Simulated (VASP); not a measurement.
Set up this calculation in VASP 6.6.1, as the native input.

```yaml
Task: single point
Functional: PBE
Potentials_or_basis: VASP PAW PBE potentials, release 64 (Ti_sv, Al)
Cutoff: 520 eV
k_mesh: 2 × 2 × 2
Occupations: methfessel-paxton, width 0.1 eV
Spin: no spin polarisation
Dipole_correction: no
Further_INCAR_settings: LREAL = Auto; ALGO = Normal; EDIFF = 1e-07; NBANDS = 106
```

The structure of TiAl3 lies in POSCAR:

```
TiAl3
1.0
    7.6895028868      0.0000000000      0.0000000000
    0.0000000000      7.6895028868      0.0000000000
    0.0000000000      0.0000000000      8.6237151293
Ti Al
8 24
Direct
    0.0000000000      0.0000000000      0.0000000000
    0.2500000000      0.2500000000      0.5000000000
    0.0000000000      0.5000000000      0.0000000000
    0.2500000000      0.7500000000      0.5000000000
    0.5000000000      0.0000000000      0.0000000000
    0.7500000000      0.2500000000      0.5000000000
    0.5000000000      0.5000000000      0.0000000000
    0.7500000000      0.7500000000      0.5000000000
    0.0000000000      0.0000000000      0.5000000000
    0.2500000000      0.2500000000      0.0000000000
    0.0000000000      0.2500000000      0.2500000000
    0.2500000000      0.0000000000      0.7500000000
    0.0000000000      0.2500000000      0.7500000000
    0.2500000000      0.0000000000      0.2500000000
    0.0000000000      0.5000000000      0.5000000000
    0.2500000000      0.7500000000      0.0000000000
    0.0000000000      0.7500000000      0.2500000000
    0.2500000000      0.5000000000      0.7500000000
    0.0000000000      0.7500000000      0.7500000000
    0.2500000000      0.5000000000      0.2500000000
    0.5000000000      0.0000000000      0.5000000000
    0.7500000000      0.2500000000      0.0000000000
    0.5000000000      0.2500000000      0.2500000000
    0.7500000000      0.0000000000      0.7500000000
    0.5000000000      0.2500000000      0.7500000000
    0.7500000000      0.0000000000      0.2500000000
    0.5000000000      0.5000000000      0.5000000000
    0.7500000000      0.7500000000      0.0000000000
    0.5000000000      0.7500000000      0.2500000000
    0.7500000000      0.5000000000      0.7500000000
    0.5000000000      0.7500000000      0.7500000000
    0.7500000000      0.5000000000      0.2500000000
```

These files were run (other wordings do the same):

INCAR

```
PREC = Accurate
ENCUT = 520
EDIFF = 1E-7
ISMEAR = 1
SIGMA = 0.1
LREAL = Auto
LASPH = T
NELM = 100
ALGO = Normal
ISIF = 2
LWAVE = F
LCHARG = F
GGA = PE
NBANDS = 106
```

KPOINTS

```
Automatic mesh
0
Gamma
  2 2 2
```

Potentials or basis: VASP PAW PBE potentials, release 64 (Ti_sv, Al).

Run with:

```bash
$ cat potpaw_PBE.64/Ti_sv/POTCAR potpaw_PBE.64/Al/POTCAR > POTCAR
$ mpirun -np 1 vasp_std > vasp.out
```

It gave:

The pressure is 0.1 GPa and the band gap on the k mesh is zero (bands 84 and 85 overlap by 0.75 eV).

Caveat: the k points lie up to 0.41 Å⁻¹ apart, too coarse for converged energies and pressures of a metal.

Wall time 16 min on 1 thread of Intel Xeon 8259CL, on a shared host, peak memory 0.61 GiB.
